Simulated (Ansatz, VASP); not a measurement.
## ScAl7N8: VASP beside Ansatz

```xyz
32
Lattice="6.3646 -0.0034 -0.0002 -3.1852 5.5170 0.0000 -0.0002 -0.0001 10.1178" Properties=species:S:1:pos:R:3 pbc="T T T"
Al   -0.0033    1.8310    0.0297
Al   -0.0251    1.8574    5.0364
Al   -1.6011    4.5986    0.0297
Al   -1.5892    4.5665    5.0364
Al    3.2000    1.8475    5.0321
Al    1.6064    4.6054   -0.0189
Al    1.5802    4.5903    5.0639
Al    1.5762    0.9100    2.5739
Al    0.0010    3.6786    2.5232
Al   -0.0158    3.6688    7.5835
Al    4.7784    0.9013    2.5714
Al    4.7886    0.9195    7.5528
Al    3.1698    3.6876    2.5714
Al    3.1906    3.6873    7.5528
Sc    3.2075    1.8518    0.0180
Sc    1.5689    0.9058    7.5269
N    -0.0122    1.8362    1.9637
N    -0.0973    1.9055    6.9263
N    -1.6011    4.5883    1.9637
N    -1.5837    4.4800    6.9263
N     3.1798    1.8359    2.1010
N     3.2717    1.8889    6.9615
N     1.5908    4.5964    1.9230
N     1.5774    4.5887    6.9844
N     1.5788    0.9115    4.5190
N     1.5175    0.8761    9.6060
N     0.0058    3.6813    4.4341
N    -0.0030    3.6762    9.5355
N     4.7779    0.8985    4.4752
N     4.8737    0.8692    9.4667
N     3.1670    3.6886    4.4752
N     3.1896    3.7862    9.4667
```

Alike in both runs: functional PBE; k mesh 3 × 3 × 2; no spin polarisation.

Ansatz relaxed the structure, and its values are those at the end. VASP's run is a single point on that final structure, the one shown.

|  | VASP | Ansatz |
| --- | --- | --- |
| version | VASP 6.6.1 | Ansatz 0.2.0 |
| potentials or method | VASP PAW PBE potentials, release 64 (Al, Sc_sv, N), cutoff 520 eV | scalar-relativistic, plane waves, PAW |
| occupations | gaussian, width 0.01 eV | fixed |
| valence electrons in the cell | 144 | 144 |

VASP gave:

```
gap on the k mesh at the Fermi level (eV) : 3.87
least direct gap on the mesh (eV)         : 3.87
pressure (GPa)                            : -0.1
rms of the force components (eV/Å)        : 0.018
```

**Question.** Which values does Ansatz return?

**Answer.** gap on the k mesh at the Fermi level (eV): 3.87; least direct gap on the mesh (eV): 3.87; pressure (GPa): 0.0; rms of the force components (eV/Å): 0.001.
